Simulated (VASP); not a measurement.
Here is a VASP 6.6.1 calculation.

File INCAR:

```
SYSTEM = LaBi
ALGO = Normal ; EDIFF = 1E-7
EDIFFG = -0.05 ; ENCUT = 600
IBRION = 2 ; ISIF = 3
ISMEAR = -1 ; LASPH = .True.
LCHARG = .False. ; LREAL = .False.
LWAVE = .False. ; NELM = 80
NSW = 80 ; PREC = Accurate
PSTRESS = 50.0 ; SIGMA = 0.05
```

The input KPOINTS:

```
k-points
0
Gamma
  9 9 9
  0 0 0
```

File POSCAR:

```
LaBi
1.0
    0.0000000000      3.2825000000      3.2825000000
    3.2825000000      0.0000000000      3.2825000000
    3.2825000000      3.2825000000      0.0000000000
La Bi
1 1
Direct
    0.0000000000      0.0000000000      0.0000000000
    0.5000000000      0.5000000000      0.5000000000
```

Potentials or basis: VASP PAW LDA potentials, release 64 (La, Bi_d).

The run is started by

```console
$ cat potpaw_LDA.64/La/POTCAR potpaw_LDA.64/Bi_d/POTCAR > POTCAR
$ mpirun -np 1 vasp_std > vasp.out
```

**Question.** Predict the relaxed cell.

**Answer.** a = 4.488 Å, b = 4.488 Å, c = 4.488 Å, α = 60.00°, β = 60.00°, γ = 60.00°.

**Question.** Predict the relaxed volume.

**Answer.** 31.97 Å³/atom.

The path:
```
step  energy change (eV)  largest force (eV/Å)  pressure (GPa)  volume (Å³)
   1              0.0000                0.0000           -1.50        70.74
   2              0.4806                0.0000           15.76        57.04
   3              0.0588                0.0000            4.81        63.94
```

Caveat: the cell is relaxed towards a set pressure, so the run minimises the enthalpy, not the energy. LDA usually gives volumes a few per cent too small.
